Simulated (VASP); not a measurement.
Wanted: the native input for a VASP 6.6.1 run.

```
Task                   : single point
Functional             : r2SCAN
Potentials or basis    : VASP PAW PBE potentials, release 64 (Be, S)
Cutoff                 : 520 eV
k mesh                 : 9 × 9 × 9
Occupations            : tetrahedron
Spin                   : no spin polarisation
Dipole correction      : no
Further INCAR settings : ALGO = Normal; EDIFF = 1e-07; NBANDS = 11
```

The system is BeS.

```
CELL_PARAMETERS angstrom
0.00000 2.43398 2.43398
2.43398 0.00000 2.43398
2.43398 2.43398 0.00000
ATOMIC_POSITIONS crystal
Be 0.00000 0.00000 0.00000
S 0.25000 0.25000 0.25000
```

The input as run:

POSCAR

```
BeS
1.0
    0.0000000000      2.4339773297      2.4339773297
    2.4339773297      0.0000000000      2.4339773297
    2.4339773297      2.4339773297      0.0000000000
Be S
1 1
Direct
    0.0000000000      0.0000000000      0.0000000000
    0.2500000000      0.2500000000      0.2500000000
```

INCAR.step1

```
SYSTEM = BeS
  PREC = Accurate
  ENCUT = 520
  ISMEAR = -4
  SIGMA = 0.1
  LREAL = .False.
  LASPH = .True.
  NELM = 60
  NBANDS = 11
  GGA = PE
  ALGO = Normal
  EDIFF = 1E-4
  LWAVE = .True.
  LCHARG = .False.
```

INCAR.step2

```
SYSTEM = BeS
  PREC = Accurate
  ENCUT = 520
  EDIFF = 1E-7
  ISMEAR = -4
  SIGMA = 0.1
  LREAL = .False.
  LASPH = .True.
  NELM = 60
  ALGO = Normal
  ISIF = 2
  LWAVE = .False.
  LCHARG = .False.
  METAGGA = R2SCAN
  LMIXTAU = .True.
  NBANDS = 11
  ISTART = 1
```

KPOINTS

```
regular mesh
0
Gamma
  9 9 9
  0 0 0
```

Potentials or basis: VASP PAW PBE potentials, release 64 (Be, S).

Command:

```sh
$ cat potpaw_PBE.64/Be/POTCAR potpaw_PBE.64/S/POTCAR > POTCAR
$ cp INCAR.step1 INCAR
$ mpirun -np 1 vasp_std > vasp.out
$ cp INCAR.step2 INCAR
$ mpirun -np 1 vasp_std > vasp.out
```

It gave:

| Quantity | Value |
| --- | --- |
| Pressure | 0.3 GPa |
| Band gap on the k mesh | 3.70 eV (least direct gap 6.26 eV) |

Caveat: the PAW data sets were made with another functional, which shifts forces and pressure a little; an odd mesh through Γ misses points on the zone boundary, where band edges can lie.

It took 44 s on 1 thread of Intel(R) Xeon(R) Platinum 8375C CPU @ 2.90GHz (Ice Lake), on a shared host, peak memory 0.16 GiB.
